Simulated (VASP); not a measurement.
Here is a VASP 6.6.1 calculation.

The input INCAR:

```
ALGO     = Normal         # electronic algorithm
EDIFF    = 1E-6           # SCF threshold, eV
EDIFFG   = -0.002         # ionic threshold
ENCUT    = 600            # plane-wave cutoff, eV
GGA      = CA             # functional
IBRION   = 2              # ionic algorithm
ISIF     = 3              # what is computed and relaxed
ISMEAR   = 0              # smearing method
LASPH    = T              # aspherical terms in the spheres
LCHARG   = F              # write CHGCAR
LREAL    = F              # projectors in reciprocal space
LWAVE    = F              # write WAVECAR
NELM     = 80             # most SCF steps
NSW      = 100            # ionic steps
PREC     = Accurate       # precision mode
SIGMA    = 0.1            # smearing width, eV
```

KPOINTS

```
k-points
0
Gamma
  18 18 18
```

File POSCAR:

```
Cu
1.0
    0.0000000000      1.7598111927      1.7598111927
    1.7598111927      0.0000000000      1.7598111927
    1.7598111927      1.7598111927      0.0000000000
Cu
1
Direct
    0.0000000000      0.0000000000      0.0000000000
```

Potentials or basis: VASP PAW LDA potentials, release 64 (Cu).

Run with:

```sh
$ cat potpaw_LDA.64/Cu/POTCAR > POTCAR
$ mpirun -np 1 vasp_std > vasp.out
```

(1) What does it give for the relaxed volume?

(2) What does it give for the relaxed cell?

Answers

(1) 10.95 Å³/atom.

(2) a = 2.492 Å, b = 2.492 Å, c = 2.492 Å, α = 60.00°, β = 60.00°, γ = 60.00°.
